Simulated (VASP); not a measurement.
A run of VASP 6.6.1:

Contents of INCAR:

```
  PREC = Accurate
  ENCUT = 500
  EDIFF = 1E-7
  ISMEAR = 0
  SIGMA = 0.1
  LREAL = F
  LASPH = T
  NELM = 200
  ALGO = Normal
  ISIF = 4
  LWAVE = F
  LCHARG = F
  ISPIN = 2
  MAGMOM = 3.14 3.14 -0.12 -0.12
  LORBIT = 11
  LMAXMIX = 4
  GGA = PE
  IBRION = 2
  NSW = 50
  EDIFFG = -0.01
  GGA_COMPAT = F
  NELMIN = 4
```

KPOINTS

```
Automatic mesh
0
Gamma
  12 12 8
```

POSCAR

```
MnAs
1.0
    3.5790431045      0.0000000000      0.0000000000
   -1.7895215522      3.0995422497      0.0000000000
    0.0000000000      0.0000000000      5.3972602689
Mn As
2 2
Direct
    0.0000000000      0.0000000000      0.0000000000
    0.0000000000      0.0000000000      0.5000000000
    0.3333333333      0.6666666667      0.2500000000
    0.6666666667      0.3333333333      0.7500000000
```

Potentials or basis: VASP PAW PBE potentials, release 64 (Mn_pv, As).

Launch:

```sh
$ cat potpaw_PBE.64/Mn_pv/POTCAR potpaw_PBE.64/As/POTCAR > POTCAR
$ mpirun -np 1 vasp_std > vasp.out
```

Hardware: 1 thread of AMD EPYC 9R14 (Zen 4), on a shared host.

Problem. Estimate the wall time of this run.

Solution. Wall time 7.5 min on 1 thread of AMD EPYC 9R14 (Zen 4), with other jobs on the host, peak memory 0.31 GiB. Counts: scf iterations 25, k points 95, ion steps 2.
